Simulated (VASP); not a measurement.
# CdSe2 (Fm-3m) in VASP: notebook

CdSe2 is run at these levels: PBEsol; tasks: single point, relaxation of cell and atoms.

Everything below comes from runs of VASP 6.6.1. Logs are shortened: lines on timing, memory, paths and dates and some standing lists are left out, and cuts for length are marked.

**1. The cell of the first run**

Symmetry: Fm-3m, No. 225, cubic system. Conventional cell: a = 6.588 Å, b = 6.588 Å, c = 6.588 Å, α = 90.00°, β = 90.00°, γ = 90.00°. Cd (site symmetry m-3m) has 8 Se at 2.85 Å within 3.8 Å. Within 3.8 Å of Se (site symmetry -43m) lie 4 Cd at 2.85 Å and 6 Se at 3.29 Å.

**2. Single point, PBEsol**

INCAR reads:

```
SYSTEM = CdSe2
PREC     = Accurate       ! precision mode
ENCUT    = 520            ! plane-wave cutoff, eV
EDIFF    = 1E-7           ! SCF threshold, eV
ISMEAR   = -1             ! smearing method
SIGMA    = 0.03           ! smearing width, eV
LREAL    = .False.        ! projectors in reciprocal space
LASPH    = .True.         ! aspherical terms in the spheres
NELM     = 60             ! most SCF steps
ALGO     = Normal         ! electronic algorithm
ISIF     = 2              ! what is computed and relaxed
LWAVE    = .False.        ! write WAVECAR
LCHARG   = .False.        ! write CHGCAR
GGA      = PS             ! functional
NBANDS   = 19             ! bands
```

KPOINTS reads:

```
regular mesh
0
Gamma
  6 6 6
  0 0 0
```

POSCAR reads:

```
CdSe2
1.0
    0.0000000000      3.2939339393      3.2939339393
    3.2939339393      0.0000000000      3.2939339393
    3.2939339393      3.2939339393      0.0000000000
Cd Se
1 2
Direct
    0.0000000000      0.0000000000      0.0000000000
    0.7500000000      0.7500000000      0.7500000000
    0.2500000000      0.2500000000      0.2500000000
```

Potentials or basis: VASP PAW PBE potentials, release 64 (Cd, Se).

The run is started by

```console
cat potpaw_PBE.64/Cd/POTCAR potpaw_PBE.64/Se/POTCAR > POTCAR
mpirun -np 1 vasp_std > vasp.out
```

OUTCAR:

```text
SYSTEM = CdSe2
   PREC = Accurate
   ENCUT = 520
   EDIFF = 1E-7
   ISMEAR = -1
   LREAL = .False.
   LASPH = .True.
   NELM = 60
   ISIF = 2
   GGA = PS

 ion  position               nearest neighbor table
   1  0.000  0.000  0.000-   2 2.85   2 2.85   2 2.85   3 2.85   3 2.85   3 2.85   3 2.85   2 2.85

   2  0.750  0.750  0.750-   1 2.85   1 2.85   1 2.85   1 2.85
   3  0.250  0.250  0.250-   1 2.85   1 2.85   1 2.85   1 2.85

  LATTYP: Found a face centered cubic cell.
 ALAT       =     6.5878678786

  Lattice vectors:

 A1 = (   0.0000000000,   3.2939339393,   3.2939339393)
 A2 = (   3.2939339393,   0.0000000000,   3.2939339393)
 A3 = (   3.2939339393,   3.2939339393,   0.0000000000)

Analysis of symmetry for initial positions (statically):
=====================================================================
 Subroutine PRICEL returns:
 Original cell was already a primitive cell.

 Routine SETGRP: Setting up the symmetry group for a
 face centered cubic supercell.

 Subroutine GETGRP returns: Found 48 space group operations
 (whereof 48 operations were pure point group operations)
 out of a pool of 48 trial point group operations.

The static configuration has the point symmetry O_h .

Analysis of symmetry for dynamics (positions and initial velocities):
=====================================================================
 Subroutine PRICEL returns:
 Original cell was already a primitive cell.

 Routine SETGRP: Setting up the symmetry group for a
 face centered cubic supercell.

 Subroutine GETGRP returns: Found 48 space group operations
 (whereof 48 operations were pure point group operations)
 out of a pool of 48 trial point group operations.

The dynamic configuration has the point symmetry O_h .

 Subroutine INISYM returns: Found 48 space group operations
 (whereof 48 operations are pure point group operations),
 and found     1 'primitive' translations

----------------------------------------------------------------------------------------

                                     Primitive cell

  volume of cell :      71.4784

  direct lattice vectors                    reciprocal lattice vectors
     0.000000000  3.293933939  3.293933939    -0.151794180  0.151794180  0.151794180
[... 73 lines left out ...]
   ISPIN  =      1    spin polarized calculation?
   LNONCOLLINEAR =      F non collinear calculations
   LSORBIT =      F    spin-orbit coupling
   LASPH  =      T    aspherical Exc in radial PAW
   ENCUT  =  520.0 eV  38.22 Ry    6.18 a.u.   8.66  8.66  8.66*2*pi/ulx,y,z
   NELM   =     60;   NELMIN=  2; NELMDL= -5     # of ELM steps
   EDIFF  = 0.1E-06   stopping-criterion for ELM
   LREAL  =      F    real-space projection
   EDIFFG = 0.1E-05   stopping-criterion for IOM
   NSW    =      0    number of steps for IOM
   IBRION =     -1    ionic relax: 0-MD 1-quasi-New 2-CG
   NFREE  =      0    steps in history (QN), initial steepest desc. (CG)
   ISIF   =      2    stress and relaxation
   ISYM   =      2    0-nonsym 1-usesym 2-fastsym
   POTIM  = 0.5000    time-step for ionic-motion
   TEBEG  =    0.0;   TEEND  =   0.0 temperature during run
   PSTRESS=    0.0 pullay stress
   NELECT =      24.0000    total number of electrons
   NUPDOWN=      -1.0000    fix difference up-down
   EMIN   =  10.00;   EMAX   =-10.00  energy-range for DOS
   EFERMI =   0.00;   METHOD = LEGACY
   ISMEAR =    -1;   SIGMA  =   0.03  broadening in eV -4-tet -1-fermi 0-gaus
   EFERMI_NEDOS =   21; number of points for ismear=-14 and -15
   IALGO  =     38    algorithm
   IMIX   =      4    mixing-type and parameters
     AMIX     =   0.40;   BMIX     =  1.00
     AMIX_MAG =   1.60;   BMIX_MAG =  1.00
  volume/ion in A,a.u.               =      23.83       160.79
  Fermi-wavevector in a.u.,A,eV,Ry     =   1.137855  2.150235 17.615662  1.294715
  Thomas-Fermi vector in A             =   2.274560
   LORBIT       =      0    0 simple, 1 ext, 2 COOP (PROOUT), +10 PAW based schemes
   GGA     = PS    functional components
   LHFCALC =     F    Hartree Fock is set to
   AEXX    =    0.0000 exact exchange contribution
   IVDW    =     0    specifies the selected vdW correction
   LEPSILON=     F    determine dielectric tensor
   LRPA    =     F    only Hartree local field effects (RPA)
 non-spin polarized calculation
  energy-cutoff  :      520.00
  volume of cell :       71.48
 maximum number of plane-waves:      1964
 NGX is ok and might be reduce to    36
   NGX = 17   NGY = 17   NGZ = 17

 number of electron      24.0000006 magnetization

 Free energy of the ion-electron system (eV)
  ---------------------------------------------------
  ext. energy  EPLUGINS =         0.00000000
  ---------------------------------------------------
  free energy    TOTEN  =        -8.70859731 eV

  energy without entropy =       -8.69835630  energy(sigma->0) =       -8.70347681

 E-fermi :   2.9273     XC(G=0):  -9.9715

 val. band max:        2.9107004049   @ k =   0.3333   0.3333   0.0000
 cond. band min:       2.9512847055   @ k =  -0.3333   0.1667   0.0000
 fundamental gap:      0.0405843007
 Fermi energy:         2.9273074263

 k-point     1 :       0.0000    0.0000    0.0000
  band No.  band energies     occupation
      1     -11.2753      2.00000
      2      -8.3290      2.00000
      3      -5.7654      2.00000
      4      -5.7654      2.00000
      5      -5.7654      2.00000
      6      -5.3806      2.00000
[... 329 lines left out ...]
      6      -5.3688      2.00000
[... 11 lines left out ...]
     18      12.4746      0.00000
     19      12.6013      0.00000

------------------------ aborting loop because EDIFF is reached ----------------------------------------

  FORCE on cell =-STRESS in cart. coord.  units (eV):
  Direction    XX          YY          ZZ          XY          YZ          ZX
  --------------------------------------------------------------------------------------
  -------------------------------------------------------------------------------------
  Total        0.1460811      0.1460811      0.1460811      0.0000000     -0.0000000      0.0000000
  in kB        3.2743869      3.2743869      3.2743869      0.0000000     -0.0000000      0.0000000
  external PRESSURE =       3.2743869 kB  Pullay stress =       0.0000000 kB

 VOLUME and BASIS-vectors are now :
 -----------------------------------------------------------------------------
  energy-cutoff  :      520.00
  volume of cell :       71.48
      direct lattice vectors                 reciprocal lattice vectors
     0.000000000  3.293933939  3.293933939    -0.151794180  0.151794180  0.151794180
     3.293933939  0.000000000  3.293933939     0.151794180 -0.151794180  0.151794180
     3.293933939  3.293933939  0.000000000     0.151794180  0.151794180 -0.151794180

 POSITION                                       TOTAL-FORCE (eV/Angst)
 -----------------------------------------------------------------------------------
      0.00000      0.00000      0.00000         0.000000      0.000000     -0.000000
      4.94090      4.94090      4.94090         0.000000     -0.000000     -0.000000
      1.64697      1.64697      1.64697        -0.000000     -0.000000      0.000000
 -----------------------------------------------------------------------------------
    total drift:                               -0.000000      0.000000      0.000000

  FREE ENERGIE OF THE ION-ELECTRON SYSTEM (eV)
  ---------------------------------------------------
  free  energy   TOTEN  =        -8.7085973147 eV

  energy  without entropy=       -8.6983562961  energy(sigma->0) =       -8.70347681
```

stdout:

```text
POSCAR found type information on POSCAR CdSe
 POSCAR found :  2 types and       3 ions
 scaLAPACK will be used
 -----------------------------------------------------------------------------
|                                                                             |
|                                                                             |
|     You enforced a specific xc type in the INCAR file but a different       |
|     I HOPE YOU KNOW WHAT YOU ARE DOING!                                     |
|                                                                             |
 -----------------------------------------------------------------------------

 LDA part: xc-table for (Slater+PW92), standard interpolation
 POSCAR, INCAR and KPOINTS ok, starting setup
 FFT: planning ... GRIDC
 FFT: planning ... GRID_SOFT
 FFT: planning ... GRID
 WAVECAR not read
 entering main loop
```

Run time: 33 s. Hardware: 1 thread of AMD EPYC 7R43 (Zen 3), shared host; peak memory 0.17 GiB.

What came out:

| Item | Value |
| --- | --- |
| Free energy | -8.7086 eV |
| Pressure | 0.3 GPa |
| Band gap on the k mesh | zero (band 12 reaches 3.74 eV, above the bottom of band 13 at 1.42 eV) |

Levels at points of the mesh, in eV from the Fermi level:
| k point | band 10 | band 11 | band 12 | band 13 | band 14 | band 15 |
| --- | --- | --- | --- | --- | --- | --- |
| (0.00, 0.00, 0.00) | -2.22 | -0.58 | -0.58 | -0.58 | 0.92 | 3.53 |
| (0.50, 0.00, 0.00) | -2.65 | -2.64 | -1.51 | -1.51 | 3.94 | 6.60 |
| (0.50, 0.50, 0.00) | -4.39 | 0.81 | 0.81 | 1.10 | 1.20 | 5.45 |

Caveat: the PAW data sets were made with another functional, which shifts forces and pressure a little.

**3. Relaxation of cell and atoms, PBEsol**

This run uses another cell than the first one, of 25.59 Å³/atom, 1.074 times its volume.

INCAR reads:

```
PREC     = Accurate       # precision mode
ENCUT    = 600            # plane-wave cutoff, eV
EDIFF    = 1E-7           # SCF threshold, eV
ISMEAR   = -1             # smearing method
SIGMA    = 0.03           # smearing width, eV
LREAL    = F              # projectors in reciprocal space
LASPH    = T              # aspherical terms in the spheres
NELM     = 80             # most SCF steps
ALGO     = Normal         # electronic algorithm
ISIF     = 3              # what is computed and relaxed
LWAVE    = F              # write WAVECAR
LCHARG   = F              # write CHGCAR
GGA      = PS             # functional
IBRION   = 2              # ionic algorithm
NSW      = 100            # ionic steps
EDIFFG   = -0.01          # ionic threshold
```

KPOINTS reads:

```
Automatic mesh
0
Gamma
  6 6 6
```

POSCAR reads:

```
CdSe2
1.0
    0.0000000000      3.3734585000      3.3734585000
    3.3734585000      0.0000000000      3.3734585000
    3.3734585000      3.3734585000      0.0000000000
Cd Se
1 2
Direct
    0.0000000000      0.0000000000      0.0000000000
    0.7500000000      0.7500000000      0.7500000000
    0.2500000000      0.2500000000      0.2500000000
```

Potentials or basis: VASP PAW PBE potentials, release 64 (Cd, Se).

The run is started by

```console
cat potpaw_PBE.64/Cd/POTCAR potpaw_PBE.64/Se/POTCAR > POTCAR
mpirun -np 1 vasp_std > vasp.out
```

It took 1.7 min on 1 thread of AMD EPYC 7R43 (Zen 3), shared host; peak memory 0.22 GiB.

Results (log left out):

```yaml
Free_energy: -8.7104 eV
Relaxed_volume: 23.93 Å³/atom
Relaxed_cell: a = 4.665 Å, b = 4.665 Å, c = 4.665 Å, α = 60.00°, β = 60.00°, γ = 60.00°
Space_group_after_relaxing_to_0.05_Å: Fm-3m (No. 225)
Energy_gained_by_relaxing: 20.8 meV/atom
Ionic_steps: 3
Pressure_after_relaxing: 0.0 GPa
Band_gap_on_the_k_mesh: zero (band 12 reaches 3.69 eV, above the bottom of band 13 at 1.38 eV)
```

The path:
| step | energy change (eV) | largest force (eV/Å) | pressure (GPa) | volume (Å³) |
| --- | --- | --- | --- | --- |
| 1 | 0.0000 | 0.0000 | -3.76 | 76.78 |
| 2 | -0.0558 | 0.0000 | 1.47 | 70.30 |
| 3 | -0.0625 | 0.0000 | 0.00 | 71.79 |

Final structure:
```xyz
3
Lattice="0.0000 3.2987 3.2987 3.2987 0.0000 3.2987 3.2987 3.2987 0.0000" Properties=species:S:1:pos:R:3 pbc="T T T"
Cd    0.0000    0.0000    0.0000
Se    4.9480    4.9480    4.9480
Se    1.6493    1.6493    1.6493
```

Levels at points of the mesh, in eV from the Fermi level:
| k point | band 9 | band 10 | band 11 | band 12 | band 13 | band 14 | band 15 | band 16 |
| --- | --- | --- | --- | --- | --- | --- | --- | --- |
| (0.00, 0.00, 0.00) | -2.21 | -2.21 | -0.57 | -0.57 | -0.57 | 0.90 | 3.54 | 3.54 |
| (0.50, 0.00, 0.00) | -2.63 | -2.63 | -2.63 | -1.50 | -1.50 | 3.92 | 6.60 | 6.60 |
| (0.50, 0.50, 0.00) | -4.36 | -4.36 | 0.81 | 0.81 | 1.10 | 1.21 | 5.43 | 8.04 |

Caveat: the PAW data sets were made with another functional, which shifts forces and pressure a little.
